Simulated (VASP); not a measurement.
Here is a VASP 6.6.1 calculation.

Contents of INCAR:

```
SYSTEM = Yb3TlC
  PREC = Accurate
  ENCUT = 600
  EDIFF = 1E-6
  ISMEAR = -1
  SIGMA = 0.1
  LREAL = .FALSE.
  LASPH = .TRUE.
  NELM = 100
  ALGO = Normal
  ISIF = 3
  LWAVE = .FALSE.
  LCHARG = .FALSE.
  GGA = PE
  IBRION = 2
  NSW = 80
  EDIFFG = -0.03
```

KPOINTS

```
regular mesh
0
G
  4 4 4
  0 0 0
```

The input POSCAR:

```
Yb3TlC
1.0
    4.9327240794      0.0000000000      0.0000000000
    0.0000000000      4.9327240794      0.0000000000
    0.0000000000      0.0000000000      4.9327240794
Tl C Yb
1 1 3
Direct
    0.0000000000      0.0000000000      0.0000000000
    0.5000000000      0.5000000000      0.5000000000
    0.5000000000      0.5000000000      0.0000000000
    0.0000000000      0.5000000000      0.5000000000
    0.5000000000      0.0000000000      0.5000000000
```

Potentials or basis: VASP PAW PBE potentials, release 64 (Tl_d, C, Yb).

Command:

```console
$ cat potpaw_PBE.64/Tl_d/POTCAR potpaw_PBE.64/C/POTCAR potpaw_PBE.64/Yb/POTCAR > POTCAR
$ mpirun -np 1 vasp_std > vasp.out
```

(1) Estimate the space group after relaxing (to 0.05 Å).

(2) Predict the relaxed cell.

Results:

(1) Pm-3m (No. 221).

(2) a = 4.925 Å, b = 4.925 Å, c = 4.925 Å, α = 90.00°, β = 90.00°, γ = 90.00°.
